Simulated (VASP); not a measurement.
Write the native input for VASP 6.6.1 that does the following.

* Task: relaxation of cell and atoms
* Functional: PBE
* Potentials or basis: VASP PAW PBE potentials, release 64 (Zn)
* Cutoff: 600 eV
* k mesh: 10 × 10 × 13
* Occupations: fermi-dirac, width 0.1 eV
* Spin: no spin polarisation
* Target pressure: 120 GPa
* Dipole correction: no
* Further INCAR settings: ALGO = Normal; EDIFF = 1e-06; IBRION = 2; EDIFFG = -0.005; NSW = 32; ISIF = 3

The structure of Zn lies in POSCAR:

```
Zn
1.0
    3.7710686044      0.0000000000      0.0000000000
   -1.8855343022      3.2658412109      0.0000000000
    0.0000000000      0.0000000000      2.2881611839
Zn
3
Direct
    0.0000000000      0.0000000000      0.0000000000
    0.3333333333      0.6666666667      0.5000000000
    0.6666666667      0.3333333333      0.5000000000
```

One way to write it, as run:

INCAR

```
  PREC = Accurate
  ENCUT = 600
  EDIFF = 1E-6
  ISMEAR = -1
  SIGMA = 0.1
  LREAL = False
  LASPH = True
  NELM = 100
  ALGO = Normal
  ISIF = 3
  LWAVE = False
  LCHARG = False
  GGA = PE
  IBRION = 2
  NSW = 32
  EDIFFG = -0.005
  PSTRESS = 1200.0
```

KPOINTS

```
regular mesh
0
Gamma
  10 10 13
```

Potentials or basis: VASP PAW PBE potentials, release 64 (Zn).

Command:

```console
$ cat potpaw_PBE.64/Zn/POTCAR > POTCAR
$ mpirun -np 1 vasp_std > vasp.out
```

Results of the run:

| Quantity | Value |
| --- | --- |
| Relaxed volume | 9.43 Å³/atom |
| Relaxed cell | a = 3.776 Å, b = 3.776 Å, c = 2.291 Å, α = 90.00°, β = 90.00°, γ = 120.00° |
| Space group after relaxing (to 0.05 Å) | P6/mmm (No. 191) |
| Energy change on relaxing (the enthalpy is what falls) | -24.9 meV/atom |
| Ionic steps | 5 |
| Pressure after relaxing | 120.0 GPa |
| Band gap on the k mesh | zero (band 18 reaches 13.04 eV, above the bottom of band 19 at 7.54 eV) |

Caveat: the cell is relaxed towards a set pressure, so the enthalpy falls and the energy may rise.

Wall time 2.4 min on 1 thread of Intel(R) Xeon(R) Platinum 8375C CPU @ 2.90GHz (Ice Lake), on a shared host, peak memory 0.18 GiB.
